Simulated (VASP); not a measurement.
Input of a VASP 6.6.1 run:

Contents of INCAR:

```
SYSTEM = Ag4B3
ALGO     = Normal         ! electronic algorithm
EDIFF    = 1E-6           ! SCF threshold, eV
ENCUT    = 520            ! plane-wave cutoff, eV
GGA      = PE             ! functional
ISIF     = 2              ! what is computed and relaxed
ISMEAR   = 0              ! smearing method
LASPH    = .True.         ! aspherical terms in the spheres
LCHARG   = .True.         ! write CHGCAR
LELF     = .True.         ! ELF
LREAL    = .False.        ! projectors in reciprocal space
LVHAR    = .True.       
LWAVE    = .False.        ! write WAVECAR
NBANDS   = 36             ! bands
NELM     = 100            ! most SCF steps
PREC     = Accurate       ! precision mode
SIGMA    = 0.1            ! smearing width, eV
```

File KPOINTS:

```
k-points
0
Gamma
  4 4 4
  0 0 0
```

The input POSCAR:

```
Ag4B3
1.0
    4.8259684500      0.0000000000      0.0000000000
    0.0000000000      4.8259684500      0.0000000000
    0.0000000000      0.0000000000      4.8259684500
Ag B
4 3
Direct
    0.7237776700      0.2762223300      0.2762223300
    0.2762223300      0.7237776700      0.2762223300
    0.2762223300      0.2762223300      0.7237776700
    0.7237776700      0.7237776700      0.7237776700
    0.0000000000      0.0000000000      0.5000000000
    0.5000000000      0.0000000000      0.0000000000
    0.0000000000      0.5000000000      0.0000000000
```

Potentials or basis: VASP PAW PBE potentials, release 64 (Ag, B).

Command:

```sh
$ cat potpaw_PBE.64/Ag/POTCAR potpaw_PBE.64/B/POTCAR > POTCAR
$ mpirun -np 1 vasp_std > vasp.out
```

(1) What does it give for the largest force?

(2) Predict the pressure.

## Answers

(1) 0.272 eV/Å.

(2) 0.0 GPa.
